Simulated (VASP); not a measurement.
A run of VASP 6.6.1:

The input INCAR:

```
SYSTEM = Si2Ni
ALGO = Normal
DIPOL = 0.5 0.5 0.492
EDIFF = 1E-7
ENCUT = 520
GGA = PS
IDIPOL = 3
ISIF = 2
ISMEAR = 0
LASPH = .TRUE.
LCHARG = .TRUE.
LDIPOL = .TRUE.
LELF = .TRUE.
LREAL = Auto
LVACPOTAV = .TRUE.
LVHAR = .TRUE.
LWAVE = .FALSE.
NBANDS = 58
NELM = 60
PREC = Accurate
SIGMA = 0.1
```

KPOINTS

```
k-points
0
G
  9 9 1
  0 0 0
```

Contents of POSCAR:

```
Si2Ni
1.0
    3.8123023665      0.0000000000      0.0000000000
    0.0000000000      3.8123023665      0.0000000000
    0.0000000000      0.0000000000     27.1306718489
Si Ni
10 5
Direct
    0.5000000000      0.0000000000      0.2764398922
    0.0000000000      0.5000000000      0.2764398922
    0.0000000000      0.5000000000      0.3757999401
    0.5000000000      0.0000000000      0.3757999401
    0.5000000000      0.0000000000      0.4751599880
    0.0000000000      0.5000000000      0.4751599880
    0.0000000000      0.5000000000      0.5745200359
    0.5000000000      0.0000000000      0.5745200359
    0.5000000000      0.0000000000      0.6738800839
    0.0000000000      0.5000000000      0.6738800839
    0.5000000000      0.5000000000      0.3261199161
    0.0000000000      0.0000000000      0.4254799641
    0.5000000000      0.5000000000      0.5248400120
    0.0000000000      0.0000000000      0.6242000599
    0.5000000000      0.5000000000      0.7235601078
```

Potentials or basis: VASP PAW PBE potentials, release 64 (Si, Ni).

The run is started by

```console
$ cat potpaw_PBE.64/Si/POTCAR potpaw_PBE.64/Ni/POTCAR > POTCAR
$ mpirun -np 1 vasp_std > vasp.out
```

Hardware: 1 thread of Intel(R) Xeon(R) 6975P-C (Granite Rapids), with other jobs on the host.

Q: How long does it take, and how much memory?

A: It took 12 min on 1 thread of Intel(R) Xeon(R) 6975P-C (Granite Rapids), with other jobs on the host, peak memory 0.5 GiB. Counts: scf iterations 45, k points 15.
